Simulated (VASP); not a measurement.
Runs of VASP 6.6.1 on GaAs3. The structure is that of space group Pm-3m (No. 221), or close to it. The cells are those of the table. The cell was generated, and may not be a known phase.

| task | cell | k mesh | cutoff (eV) | gap on the mesh (eV) | pressure (GPa) | relaxed volume (Å³/atom) |
| --- | --- | --- | --- | --- | --- | --- |
| single point | a = 4.687 Å, 4 atoms | 4 × 4 × 4 | 520 | none | 11.4 | - |
| single point | a = 4.978 Å, 4 atoms | 10 × 10 × 10 | 520 | none | 0.1 | - |
| relaxation of cell and atoms | relaxed from a = 4.978 Å, 4 atoms | 10 × 10 × 10 | 600 | none | 0.0 | (a) |
| relaxation of cell and atoms | relaxed from a = 4.687 Å, 4 atoms | 4 × 4 × 4 | 600 | none | 0.1 | 30.90 |
| single point | a = 4.978 Å, 4 atoms | 4 × 4 × 4 | 520 | none | 0.2 | - |

Alike in all rows: level PBE; potentials or basis VASP PAW PBE potentials, release 64 (Ga_d, As); no spin polarisation; smearing gaussian 0.1 eV.

Q: Estimate the missing entries.

A: (a) 30.94.

Caveats: the cell stands under pressure (at least some runs); the volume moved by over 15 % at a fixed basis, so the end points are rough (at least some runs).

A k mesh can miss the band edges, and the runs leave out spin-orbit coupling on As, Ga.

A gap of «none» marks levels without a gap at the run's occupations.
